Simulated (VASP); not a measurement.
Crystal: C.

```
C
1.0
     2.38399    0.00000    0.00000
    -1.19199    2.06459    0.00000
     0.00000    0.00000    8.48118
C
9
Direct
  0.50000 0.50000 0.05973
  0.50000 0.00000 0.72640
  0.00000 0.50000 0.39306
  0.50000 0.50000 0.60694
  0.50000 0.00000 0.27360
  0.00000 0.50000 0.94027
  0.00000 0.00000 0.50000
  0.00000 0.00000 0.16667
  0.00000 0.00000 0.83333
```

```yaml
Program: VASP 6.6.1
Task: relaxation of cell and atoms
Functional: PBE
Potentials_or_basis: VASP PAW PBE potentials, release 64 (C)
Cutoff: 600 eV
k_mesh: 12 × 12 × 2
Occupations: gaussian, width 0.1 eV
Spin: no spin polarisation
```

At the start: pressure 113.7 GPa; volume 4.64 Å³/atom.

Question: Where does the relaxation end?

Answer: Over 10 steps the energy falls by 378.2 meV/atom and the volume is 5.62 Å³/atom (+21.1 %); space group P6_222 (No. 180, to 0.05 Å).

The path:
```tsv
step	energy change (eV)	largest force (eV/Å)	pressure (GPa)	volume (Å³)
1	0.0000	2.1780	113.72	41.74
2	0.7289	2.2745	-58.90	64.66
3	-3.3352	0.8537	-3.61	51.06
4	-3.3442	0.7740	-0.44	50.64
5	-3.3448	0.7365	1.06	50.46
6	-3.3680	0.6201	-2.09	50.84
7	-3.4029	0.0292	-0.90	50.67
8	-3.4029	0.0445	-0.94	50.67
9	-3.4034	0.0030	0.49	50.49
10	-3.4036	0.0137	-0.02	50.55
```

Final structure:
```
C
1.0
     2.59864    0.00000    0.00000
    -1.29932    2.25049    0.00000
     0.00000    0.00000    8.64437
C
9
Direct
  0.50000 0.50000 0.05607
  0.50000 0.00000 0.72274
  0.00000 0.50000 0.38940
  0.50000 0.50000 0.61060
  0.50000 0.00000 0.27726
  0.00000 0.50000 0.94393
  0.00000 0.00000 0.50000
  0.00000 0.00000 0.16667
  0.00000 0.00000 0.83333
```

Caveat: the volume moved by over 15 % at a fixed basis, so the end points are rough.
